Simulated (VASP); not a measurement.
# ZnS (F-43m) in VASP: notebook

The runs below take ZnS through single point, with revPBE, PBE.

Everything below comes from runs of VASP 6.6.1. Logs are shortened: lines on timing, memory, paths and dates and some standing lists are left out, and cuts for length are marked.

### Step 1. The cell of the first run

The structure is cubic, space group F-43m (No. 216). The conventional cell has a = 5.387 Å, b = 5.387 Å, c = 5.387 Å, α = 90.00°, β = 90.00°, γ = 90.00°. Zn (site symmetry -43m) has 4 S at 2.33 Å within 3.1 Å. Within 3.1 Å of S (site symmetry -43m) lie 4 Zn at 2.33 Å.

### Step 2. Single point, revPBE

Contents of INCAR:

```
PREC     = Accurate       # precision mode
ENCUT    = 500            # plane-wave cutoff, eV
EDIFF    = 1E-6           # SCF threshold, eV
ISMEAR   = 0              # smearing method
SIGMA    = 0.1            # smearing width, eV
LREAL    = F              # projectors in reciprocal space
LASPH    = T              # aspherical terms in the spheres
NELM     = 120            # most SCF steps
ALGO     = Normal         # electronic algorithm
ISIF     = 2              # what is computed and relaxed
LWAVE    = F              # write WAVECAR
LCHARG   = T              # write CHGCAR
GGA      = RE             # functional
LELF     = T              # ELF
LVHAR    = T            
NBANDS   = 16             # bands
GGA_COMPAT= F
```

Contents of KPOINTS:

```
regular mesh
0
Gamma
  6 6 6
```

Contents of POSCAR:

```
ZnS
1.0
    0.0000000000      2.6936828773      2.6936828773
    2.6936828773      0.0000000000      2.6936828773
    2.6936828773      2.6936828773      0.0000000000
Zn S
1 1
Direct
    0.0000000000      0.0000000000      0.0000000000
    0.2500000000      0.2500000000      0.2500000000
```

Potentials or basis: VASP PAW PBE potentials, release 64 (Zn, S).

Run with:

```bash
$ cat potpaw_PBE.64/Zn/POTCAR potpaw_PBE.64/S/POTCAR > POTCAR
$ mpirun -np 1 vasp_std > vasp.out
```

OUTCAR:

```text
PREC = Accurate
   ENCUT = 500
   EDIFF = 1E-6
   ISMEAR = 0
   LREAL = F
   LASPH = T
   NELM = 120
   ISIF = 2
   GGA = RE

 ion  position               nearest neighbor table
   1  0.000  0.000  0.000-   2 2.33   2 2.33   2 2.33   2 2.33
   2  0.250  0.250  0.250-   1 2.33   1 2.33   1 2.33   1 2.33

  LATTYP: Found a face centered cubic cell.
 ALAT       =     5.3873657546

  Lattice vectors:

 A1 = (   0.0000000000,   2.6936828773,   2.6936828773)
 A2 = (   2.6936828773,   0.0000000000,   2.6936828773)
 A3 = (   2.6936828773,   2.6936828773,   0.0000000000)

Analysis of symmetry for initial positions (statically):
=====================================================================
 Subroutine PRICEL returns:
 Original cell was already a primitive cell.

 Routine SETGRP: Setting up the symmetry group for a
 face centered cubic supercell.

 Subroutine GETGRP returns: Found 24 space group operations
 (whereof 24 operations were pure point group operations)
 out of a pool of 48 trial point group operations.

The static configuration has the point symmetry T_d .

Analysis of symmetry for dynamics (positions and initial velocities):
=====================================================================
 Subroutine PRICEL returns:
 Original cell was already a primitive cell.

 Routine SETGRP: Setting up the symmetry group for a
 face centered cubic supercell.

 Subroutine GETGRP returns: Found 24 space group operations
 (whereof 24 operations were pure point group operations)
 out of a pool of 48 trial point group operations.

The dynamic configuration has the point symmetry T_d .

 Subroutine INISYM returns: Found 24 space group operations
 (whereof 24 operations are pure point group operations),
 and found     1 'primitive' translations

----------------------------------------------------------------------------------------

                                     Primitive cell

  volume of cell :      39.0903

  direct lattice vectors                    reciprocal lattice vectors
     0.000000000  2.693682877  2.693682877    -0.185619474  0.185619474  0.185619474
     2.693682877  0.000000000  2.693682877     0.185619474 -0.185619474  0.185619474
     2.693682877  2.693682877  0.000000000     0.185619474  0.185619474 -0.185619474

  length of vectors
     3.809442858  3.809442858  3.809442858     0.321502361  0.321502361  0.321502361

  position of ions in fractional coordinates (direct lattice)
     0.000000000  0.000000000  0.000000000
     0.250000000  0.250000000  0.250000000

  ion indices of the primitive-cell ions
   primitive index   ion index
                 1           1
                 2           2

----------------------------------------------------------------------------------------

 KPOINTS: regular mesh

Automatic generation of k-mesh.
 Grid dimensions read from file:
 generate k-points for:    6    6    6

 Generating k-lattice:

  Cartesian coordinates                     Fractional coordinates (reciprocal lattice)
    -0.030936579  0.030936579  0.030936579     0.166666667  0.000000000  0.000000000
     0.030936579 -0.030936579  0.030936579     0.000000000  0.166666667  0.000000000
     0.030936579  0.030936579 -0.030936579     0.000000000  0.000000000  0.166666667

  Length of vectors
     0.053583727  0.053583727  0.053583727

  Shift w.r.t. Gamma in fractional coordinates (k-lattice)
     0.000000000  0.000000000  0.000000000

 Subroutine IBZKPT returns following result:
 ===========================================

 Found     16 irreducible k-points:

 Following reciprocal coordinates:
            Coordinates               Weight
  0.000000  0.000000  0.000000      1.000000
  0.166667  0.000000  0.000000      8.000000
  0.333333  0.000000  0.000000      8.000000
  0.500000  0.000000  0.000000      4.000000
  0.166667  0.166667  0.000000      6.000000
  0.333333  0.166667  0.000000     24.000000
[... 8 lines left out ...]
 -0.333333  0.333333  0.166667     24.000000
 -0.333333  0.500000  0.166667     12.000000
   k-points           NKPTS =     16   k-points in BZ     NKDIM =     16   number of bands    NBANDS=     16
   number of dos      NEDOS =    301   number of ions     NIONS =      2
   total plane-waves  NPLWV =  21952
   dimension x,y,z NGX =    28 NGY =   28 NGZ =   28
   dimension x,y,z NGXF=    56 NGYF=   56 NGZF=   56
   ions per type =               1   1
   NGX,Y,Z   is equivalent  to a cutoff of  12.22, 12.22, 12.22 a.u.
   NGXF,Y,Z  is equivalent  to a cutoff of  24.44, 24.44, 24.44 a.u.
 SYSTEM =  unknown system
   PREC   = accura    normal or accurate (medium, high low for compatibility)
   ISTART =      0    job   : 0-new  1-cont  2-samecut
   ICHARG =      2    charge: 1-file 2-atom 10-const
   ISPIN  =      1    spin polarized calculation?
   LNONCOLLINEAR =      F non collinear calculations
   LSORBIT =      F    spin-orbit coupling
   LASPH  =      T    aspherical Exc in radial PAW
   ENCUT  =  500.0 eV  36.75 Ry    6.06 a.u.   6.95  6.95  6.95*2*pi/ulx,y,z
   NELM   =    120;   NELMIN=  2; NELMDL= -5     # of ELM steps
   EDIFF  = 0.1E-05   stopping-criterion for ELM
   LREAL  =      F    real-space projection
   EDIFFG = 0.1E-04   stopping-criterion for IOM
   NSW    =      0    number of steps for IOM
   IBRION =     -1    ionic relax: 0-MD 1-quasi-New 2-CG
   NFREE  =      0    steps in history (QN), initial steepest desc. (CG)
   ISIF   =      2    stress and relaxation
   ISYM   =      2    0-nonsym 1-usesym 2-fastsym
   POTIM  = 0.5000    time-step for ionic-motion
   TEBEG  =    0.0;   TEEND  =   0.0 temperature during run
   PSTRESS=    0.0 pullay stress
   NELECT =      18.0000    total number of electrons
   NUPDOWN=      -1.0000    fix difference up-down
   EMIN   =  10.00;   EMAX   =-10.00  energy-range for DOS
   EFERMI =   0.00;   METHOD = LEGACY
   ISMEAR =     0;   SIGMA  =   0.10  broadening in eV -4-tet -1-fermi 0-gaus
   EFERMI_NEDOS =   21; number of points for ismear=-14 and -15
   IALGO  =     38    algorithm
   IMIX   =      4    mixing-type and parameters
     AMIX     =   0.40;   BMIX     =  1.00
     AMIX_MAG =   1.60;   BMIX_MAG =  1.00
  volume/ion in A,a.u.               =      19.55       131.90
  Fermi-wavevector in a.u.,A,eV,Ry     =   1.264181  2.388955 21.744194  1.598153
  Thomas-Fermi vector in A             =   2.397499
   LORBIT       =      0    0 simple, 1 ext, 2 COOP (PROOUT), +10 PAW based schemes
   GGA     = RE    functional components
   LHFCALC =     F    Hartree Fock is set to
   AEXX    =    0.0000 exact exchange contribution
   IVDW    =     0    specifies the selected vdW correction
   LEPSILON=     F    determine dielectric tensor
   LRPA    =     F    only Hartree local field effects (RPA)
 non-spin polarized calculation
 Gauss-broadening in eV      SIGMA  =   0.10
  energy-cutoff  :      500.00
  volume of cell :       39.09
 maximum number of plane-waves:      1018
   NGX = 13   NGY = 13   NGZ = 13

 number of electron      18.0000006 magnetization

 Free energy of the ion-electron system (eV)
  ---------------------------------------------------
  ext. energy  EPLUGINS =         0.00000000
  ---------------------------------------------------
  free energy    TOTEN  =        -6.25082054 eV

  energy without entropy =       -6.25082054  energy(sigma->0) =       -6.25082054

 E-fermi :   2.7353     XC(G=0):  -9.5129

 val. band max:        2.2784628222   @ k =   0.0000   0.0000   0.0000
 cond. band min:       4.5546592718   @ k =   0.0000   0.0000   0.0000
 fundamental gap:      2.2761964496
 Fermi energy:         2.7352750913

 k-point     1 :       0.0000    0.0000    0.0000
  band No.  band energies     occupation
      1     -10.9149      2.00000
      2      -4.0662      2.00000
      3      -4.0662      2.00000
      4      -4.0662      2.00000
      5      -3.5533      2.00000
      6      -3.5533      2.00000
[... 8 lines left out ...]
     15      14.0307      0.00000
     16      14.3943      0.00000

 k-point     2 :       0.1667    0.0000    0.0000
  band No.  band energies     occupation
      1     -10.7106      2.00000
      2      -4.0590      2.00000
      3      -4.0301      2.00000
      4      -4.0301      2.00000
      5      -3.5551      2.00000
      6      -3.5551      2.00000
[... 8 lines left out ...]
     15      13.2735      0.00000
     16      15.1893      0.00000

 k-point     3 :       0.3333    0.0000    0.0000
  band No.  band energies     occupation
      1     -10.2470      2.00000
      2      -3.9699      2.00000
      3      -3.9699      2.00000
      4      -3.9009      2.00000
      5      -3.5409      2.00000
      6      -3.5409      2.00000
[... 8 lines left out ...]
     15      13.8938      0.00000
     16      14.3413      0.00000

 k-point     4 :       0.5000    0.0000    0.0000
  band No.  band energies     occupation
      1      -9.9786      2.00000
      2      -3.9483      2.00000
      3      -3.9483      2.00000
      4      -3.5219      2.00000
      5      -3.5219      2.00000
      6      -3.3459      2.00000
[... 8 lines left out ...]
     15      15.6943      0.00000
     16      15.6943      0.00000
[... 172 lines left out ...]
 k-point    14 :       0.5000    0.3333    0.1667
  band No.  band energies     occupation
      1      -9.9252      2.00000
      2      -3.9736      2.00000
      3      -3.8818      2.00000
      4      -3.7629      2.00000
      5      -3.5294      2.00000
      6      -3.4776      2.00000
[... 8 lines left out ...]
     15      16.3135      0.00000
     16      16.9232      0.00000

 k-point    15 :      -0.3333    0.3333    0.1667
  band No.  band energies     occupation
      1      -9.7424      2.00000
      2      -3.9310      2.00000
      3      -3.8394      2.00000
      4      -3.6070      2.00000
      5      -3.5641      2.00000
      6      -3.2353      2.00000
[... 8 lines left out ...]
     15      16.1303      0.00000
     16      16.7569      0.00000

 k-point    16 :      -0.3333    0.5000    0.1667
  band No.  band energies     occupation
      1      -9.6584      2.00000
      2      -3.9748      2.00000
      3      -3.7629      2.00000
      4      -3.6746      2.00000
      5      -3.5297      2.00000
      6      -3.1913      2.00000
[... 8 lines left out ...]
     15      16.2017      0.00000
     16      17.2608      0.00000

------------------------ aborting loop because EDIFF is reached ----------------------------------------

  FORCE on cell =-STRESS in cart. coord.  units (eV):
  Direction    XX          YY          ZZ          XY          YZ          ZX
  --------------------------------------------------------------------------------------
  -------------------------------------------------------------------------------------
  Total        1.0697259      1.0697259      1.0697259      0.0000000      0.0000000      0.0000000
  in kB       43.8443580     43.8443580     43.8443580      0.0000000      0.0000000      0.0000000
  external PRESSURE =      43.8443580 kB  Pullay stress =       0.0000000 kB

 VOLUME and BASIS-vectors are now :
 -----------------------------------------------------------------------------
  energy-cutoff  :      500.00
  volume of cell :       39.09
      direct lattice vectors                 reciprocal lattice vectors
     0.000000000  2.693682877  2.693682877    -0.185619474  0.185619474  0.185619474
     2.693682877  0.000000000  2.693682877     0.185619474 -0.185619474  0.185619474
     2.693682877  2.693682877  0.000000000     0.185619474  0.185619474 -0.185619474

 POSITION                                       TOTAL-FORCE (eV/Angst)
 -----------------------------------------------------------------------------------
      0.00000      0.00000      0.00000         0.000000     -0.000000     -0.000000
      1.34684      1.34684      1.34684        -0.000000      0.000000      0.000000
 -----------------------------------------------------------------------------------
    total drift:                                0.000001      0.000001      0.000000

  FREE ENERGIE OF THE ION-ELECTRON SYSTEM (eV)
  ---------------------------------------------------
  free  energy   TOTEN  =        -6.2508205392 eV

  energy  without entropy=       -6.2508205392  energy(sigma->0) =       -6.25082054
```

It took 8 s on 1 thread of Intel Xeon 6975P-C (Granite Rapids), shared host; peak memory 0.15 GiB.

Results:

* Free energy: -6.2508 eV
* Pressure: 4.4 GPa
* Band gap on the k mesh: 2.28 eV, direct

Levels at points of the mesh, in eV from the valence-band top:
```
           k point  band 6  band 7  band 8  band 9  band 10  band 11  band 12  band 13
(0.00, 0.00, 0.00)   -5.83    0.00    0.00    0.00     2.28     6.43     6.43     6.43
(0.50, 0.00, 0.00)   -5.62   -5.32   -0.88   -0.88     3.42     6.96     6.96     9.05
(0.50, 0.50, 0.00)   -5.61   -4.56   -2.24   -2.24     3.49     4.14    11.18    12.10
```

Caveat: the PAW data sets were made with another functional, which shifts forces and pressure a little. revPBE gaps usually lie below the measured ones, often by a third to a half.

### Step 3. Single point, PBE

Contents of INCAR:

```
  PREC = Accurate
  ENCUT = 500
  EDIFF = 1E-6
  ISMEAR = 0
  SIGMA = 0.0045
  LREAL = F
  LASPH = T
  NELM = 120
  ALGO = Normal
  ISIF = 2
  LWAVE = F
  LCHARG = T
  GGA = PE
  LELF = T
  LVHAR = T
  NBANDS = 16
  GGA_COMPAT = F
```

Contents of KPOINTS:

```
Automatic mesh
0
Gamma
  6 6 6
```

POSCAR is that of step 2.

Potentials or basis: VASP PAW PBE potentials, release 64 (Zn, S).

Run with:

```bash
$ cat potpaw_PBE.64/Zn/POTCAR potpaw_PBE.64/S/POTCAR > POTCAR
$ mpirun -np 1 vasp_std > vasp.out
```

It took 8.6 s on 1 thread of Intel Xeon 6975P-C (Granite Rapids), shared host; peak memory 0.14 GiB.

It converged, with:

* Free energy: -6.8391 eV
* Pressure: 2.5 GPa
* Band gap on the k mesh: 2.15 eV, direct

Levels at points of the mesh, in eV from the valence-band top:
```tsv
k point	band 7	band 8	band 9	band 10	band 11	band 12
(0.00, 0.00, 0.00)	0.00	0.00	0.00	2.15	6.39	6.39
(0.50, 0.00, 0.00)	-5.35	-0.88	-0.88	3.33	6.92	6.92
(0.50, 0.50, 0.00)	-4.60	-2.25	-2.25	3.38	4.07	11.04
```
